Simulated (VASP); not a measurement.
Tc:

```
Tc
1.0
     2.74000    0.00000    0.00000
    -1.37000    2.37291    0.00000
     0.00000    0.00000    4.39800
Tc
2
Cartesian
  1.3700 0.7910 3.2985
  0.0000 1.5819 1.0995
```

Base run:

```yaml
Program: VASP 6.6.1
Functional: PBE
Potentials_or_basis: VASP PAW PBE potentials, release 64 (Tc_pv)
Cutoff: 520 eV
k_mesh: 9 × 9 × 5
Occupations: fermi-dirac, width 0.05 eV
Spin: no spin polarisation
```

Its results: band gap on the k mesh zero (band 13 reaches 13.60 eV, above the bottom of band 14 at 11.31 eV); pressure 2.6 GPa.

Problem. After a change of settings the same cell gave: band gap on the k mesh zero (band 13 reaches 15.03 eV, above the bottom of band 14 at 11.51 eV); pressure 16.2 GPa. Which change was it?
A. functional from PBE to r2SCAN; k mesh from 9 × 9 × 5 to 11 × 11 × 6
B. functional from PBE to PBEsol; k mesh from 9 × 9 × 5 to 11 × 11 × 6
C. functional from PBE to BLYP; k mesh from 9 × 9 × 5 to 6 × 6 × 4
D. k mesh from 9 × 9 × 5 to 6 × 6 × 4; further incar settings from ALGO = Normal; EDIFF = 1e-06; NBANDS = 20 to ALGO = Normal; EDIFF = 1e-07; NBANDS = 20

Solution. C.

Caveats: some runs use coarse meshes; the PAW data sets were made with another functional, which shifts forces and pressure a little (some runs).
